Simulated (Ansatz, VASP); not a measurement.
## One calculation of TiO2, two programs

File INCAR:

```
ALGO = Normal ; EDIFF = 1E-6
ENCUT = 520 ; GGA = PS
ISIF = 2 ; ISMEAR = -1
LASPH = True ; LCHARG = True
LELF = True ; LREAL = False
LVHAR = True ; LWAVE = False
NBANDS = 60 ; NELM = 100
PREC = Accurate ; SIGMA = 0.05
```

KPOINTS

```
k-points
0
Gamma
  6 6 3
```

The input POSCAR:

```
TiO2
1.0
    6.1535771931     -1.8834685000      0.0000000000
    6.1535771931      1.8834685000      0.0000000000
   -1.9283261078      0.0000000000      6.3289668713
Ti O
4 8
Direct
    0.9000710000      0.9000710000      0.2896020000
    0.1952860000      0.1952860000      0.2837620000
    0.0999290000      0.0999290000      0.7103980000
    0.8047140000      0.8047140000      0.7162380000
    0.3619310000      0.3619310000      0.2933970000
    0.2634885000      0.2634885000      0.6525000000
    0.8671885000      0.8671885000      0.9952910000
    0.7365115000      0.7365115000      0.3475000000
    0.9416475000      0.9416475000      0.6300210000
    0.1328115000      0.1328115000      0.0047090000
    0.6380690000      0.6380690000      0.7066030000
    0.0583525000      0.0583525000      0.3699790000
```

input.yaml

```yaml
crystal:
  lattice:
    - [6.1535771931, -1.8834685, 0.0]
    - [6.1535771931, 1.8834685, 0.0]
    - [-1.9283261078, 0.0, 6.3289668713]
  atoms:
    - { symbol: Ti, position: [0.900071, 0.900071, 0.289602] }
    - { symbol: Ti, position: [0.195286, 0.195286, 0.283762] }
    - { symbol: Ti, position: [0.099929, 0.099929, 0.710398] }
    - { symbol: Ti, position: [0.804714, 0.804714, 0.716238] }
    - { symbol: O, position: [0.361931, 0.361931, 0.293397] }
    - { symbol: O, position: [0.2634885, 0.2634885, 0.6525] }
    - { symbol: O, position: [0.8671885, 0.8671885, 0.995291] }
    - { symbol: O, position: [0.7365115, 0.7365115, 0.3475] }
    - { symbol: O, position: [0.9416475, 0.9416475, 0.630021] }
    - { symbol: O, position: [0.1328115, 0.1328115, 0.004709] }
    - { symbol: O, position: [0.638069, 0.638069, 0.706603] }
    - { symbol: O, position: [0.0583525, 0.0583525, 0.369979] }
hamiltonian:
  xc: pbesol
  pseudopotentials: { kind: paw }
kpoints:
  mp_grid: { grid: [6, 6, 3] }
  band_path:
    path:
      - [[0.0, 0.0, 0.0], [0.5, 0.5, 1.0], [-0.9361180477, -0.9361180477, 2.1067149013], [0.5, 0.5, 0.5], [0.2894712774, 0.7105287226, 0.5]]
      - [[-0.2894712774, 0.2894712774, -0.5], [0.0, 0.0, -0.5], [1.9361180477, 1.9361180477, -1.1067149013]]
      - [[0.5, 0.5, 1.0], [0.3919103315, 0.6080896685, 1.0]]
      - [[-0.3919103315, 0.3919103315, 0.0], [0.0, 0.0, 0.0], [0.0, 0.5, 0.5]]
      - [[0.0, 0.5, 0.0], [0.0, 0.0, 0.0]]
    npoints: 10
scf:
  occupations: { method: fermi_dirac, width: 0.05 }
  n_extra_bands: 30
output:
  forces: true
  stress: true
  eigenvalues: true
  fatbands: true
```

Alike in both runs: functional PBEsol; k mesh 6 × 6 × 3; occupations fermi-dirac, width 0.05 eV; no spin polarisation.

```csv
,VASP,Ansatz
version,VASP 6.6.1,Ansatz 0.2.0
potentials or method,"VASP PAW PBE potentials, release 64 (Ti_sv, O)",Ansatz PAW
plane-wave cutoff (eV),520,420
valence electrons in the cell,96,96
task,single point,band structure
```

Ansatz gave:

- gap on the k mesh at the Fermi level (eV): 2.74
- least direct gap on the mesh (eV): 2.89
- pressure (GPa): -6.7
- traceless stress, the component that is largest in VASP (GPa): 0.28
- rms of the force components (eV/Å): 0.065

Problem. What did VASP give for the same quantities?

Solution. gap on the k mesh at the Fermi level (eV): 2.72; least direct gap on the mesh (eV): 2.87; pressure (GPa): -6.1; traceless stress, the component that is largest in VASP (GPa): 0.19; rms of the force components (eV/Å): 0.051.

VASP's potentials were made for PBE, not for PBEsol. Atom by atom the forces differ by 0.024 eV/Å (rms over components).
